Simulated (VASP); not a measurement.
Set up this calculation in VASP 6.6.1, as the native input.

* Task: single point
* Functional: PBE
* Potentials or basis: VASP PAW PBE potentials, release 64 (Co)
* Cutoff: 520 eV
* k mesh: 6 × 6 × 4
* Occupations: gaussian, width 0.1 eV
* Spin: no spin polarisation
* Dipole correction: no
* Further INCAR settings: ALGO = Normal; EDIFF = 1e-07; NBANDS = 26

The structure of Co lies in POSCAR:

```
Co
1.0
    2.1248718602     -1.2265718824     -0.0358487079
    2.1248718602      1.2265718824     -0.0358487079
   -1.2796610702      0.0000000000      7.9481841085
Co
4
Direct
   -0.1247532557     -0.1247532557      0.1247563973
    1.1247532557      1.1247532557      0.8752436027
    0.7082089347      0.7082089347      0.6255225273
    0.2917910653      0.2917910653      0.3744774727
```

These files were run (other wordings do the same):

INCAR

```
SYSTEM = Co
PREC = Accurate
ENCUT = 520
EDIFF = 1E-7
ISMEAR = 0
SIGMA = 0.1
LREAL = .FALSE.
LASPH = .TRUE.
NELM = 100
ALGO = Normal
ISIF = 2
LWAVE = .FALSE.
LCHARG = .FALSE.
GGA = PE
NBANDS = 26
```

KPOINTS

```
Automatic mesh
0
G
  6 6 4
  0 0 0
```

Potentials or basis: VASP PAW PBE potentials, release 64 (Co).

Launch:

```sh
$ cat potpaw_PBE.64/Co/POTCAR > POTCAR
$ mpirun -np 1 vasp_std > vasp.out
```

Results of the run:

```json
{
 "Pressure": "-0.7 GPa",
 "Largest force": "0.006 eV/Å",
 "Band gap on the k mesh": "zero (band 18 reaches 11.27 eV, above the bottom of band 19 at 10.20 eV)"
}
```

Caveat: the k points lie up to 0.49 Å⁻¹ apart; the run has no spin polarisation, though such a crystal can be magnetic.

It took 48 s on 1 thread of Intel(R) Xeon(R) Platinum 8488C (Sapphire Rapids) (shared host), peak memory 0.17 GiB.
